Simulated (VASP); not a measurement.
## Al: single point with PBE

System: Al, a slab with vacuum.

```xyz
35
Lattice="5.6542 0.0000 0.0000 -2.8271 4.8966 0.0000 0.0000 0.0000 36.3720" Properties=species:S:1:pos:R:3 pbc="T T T"
Al    0.0000    1.6322    9.0000
Al   -1.4135    4.0805    9.0000
Al    2.8271    1.6322    9.0000
Al    1.4135    4.0805    9.0000
Al    0.0000    0.0000   11.2965
Al   -1.4135    2.4483   11.2965
Al    2.8271    0.0000   11.2965
Al    1.4135    2.4483   11.2965
Al    1.4135    0.8161   13.5930
Al    0.0000    3.2644   13.5930
Al    4.2406    0.8161   13.5930
Al    2.8271    3.2644   13.5930
Al    0.0000    0.0000   15.8895
Al   -1.4135    2.4483   15.8895
Al    2.8271    0.0000   15.8895
Al    1.4135    2.4483   15.8895
Al    0.0015    1.6314   18.2210
Al   -1.4135    4.0822   18.2210
Al    2.8256    1.6314   18.2210
Al    1.4135    4.0805   18.2327
Al    0.0040    0.0023   20.5832
Al   -1.4135    2.4483   20.5824
Al    2.8231    0.0023   20.5832
Al    1.4135    2.4437   20.5832
Al    1.4135    0.8161   22.9983
Al    0.0043    3.2669   22.9397
Al    4.2406    0.8111   22.9397
Al    2.8228    3.2669   22.9397
Al   -0.0239   -0.0138   25.3352
Al   -1.4135    2.4483   25.2552
Al    2.8510   -0.0138   25.3352
Al    1.4135    2.4759   25.3352
Al    0.0046    1.6296   27.6104
Al   -1.4135    4.0859   27.6104
Al    2.8225    1.6296   27.6104
```

This cell differs from its parent crystal: atoms taken out.

```json
{
 "Program": "VASP 6.6.1",
 "Task": "single point",
 "Functional": "PBE",
 "Potentials or basis": "VASP PAW PBE potentials, release 64 (Al)",
 "Cutoff": "400 eV",
 "k mesh": "12 × 12 × 1",
 "Occupations": "gaussian, width 0.1 eV",
 "Spin": "no spin polarisation"
}
```

```yaml
Largest_force: 0.220 eV/Å
Band_gap_on_the_k_mesh: zero (an odd number of electrons rules out a gap without spin polarisation)
```

Forces in eV/Å, atoms in the order of the input:
```
Al   0.005 -0.003 -0.212
Al   0.000  0.006 -0.212
Al  -0.005 -0.003 -0.212
Al   0.000  0.000 -0.220
Al  -0.026 -0.015  0.035
Al   0.000  0.000  0.054
Al   0.026 -0.015  0.035
Al   0.000  0.030  0.035
Al   0.000  0.000 -0.029
Al   0.019  0.011 -0.037
Al   0.000 -0.022 -0.037
Al  -0.019  0.011 -0.037
Al  -0.021 -0.012  0.164
Al   0.000  0.000  0.148
Al   0.021 -0.012  0.164
Al   0.000  0.025  0.164
Al  -0.006  0.003  0.037
Al   0.000 -0.007  0.037
Al   0.006  0.003  0.037
Al   0.000  0.000  0.039
Al  -0.013 -0.007  0.000
Al   0.000  0.000  0.021
Al   0.013 -0.007  0.000
Al   0.000  0.015  0.000
Al   0.000  0.000 -0.038
Al  -0.003 -0.001 -0.048
Al   0.000  0.003 -0.048
Al   0.003 -0.001 -0.048
Al   0.012  0.007  0.061
Al   0.000  0.000  0.088
Al  -0.012  0.007  0.061
Al   0.000 -0.014  0.061
Al  -0.012  0.007 -0.021
Al   0.000 -0.014 -0.021
Al   0.012  0.007 -0.021
```

Levels at points of the mesh, in eV from the Fermi level:
| k point | band 50 | band 51 | band 52 | band 53 | band 54 | band 55 | band 56 | band 57 |
| --- | --- | --- | --- | --- | --- | --- | --- | --- |
| (0.00, 0.00, 0.00) | -1.35 | -1.21 | -1.21 | -1.01 | -0.85 | -0.45 | -0.41 | -0.41 |
| (0.50, 0.00, 0.00) | -0.17 | -0.05 | -0.02 | 0.11 | 0.20 | 0.29 | 0.46 | 0.48 |

Run time: 32 min on 1 thread of Intel(R) Xeon(R) 6975P-C (Granite Rapids) (shared host), peak memory 1.1 GiB.

Caveat: the cell differs from its parent crystal (atoms taken out).
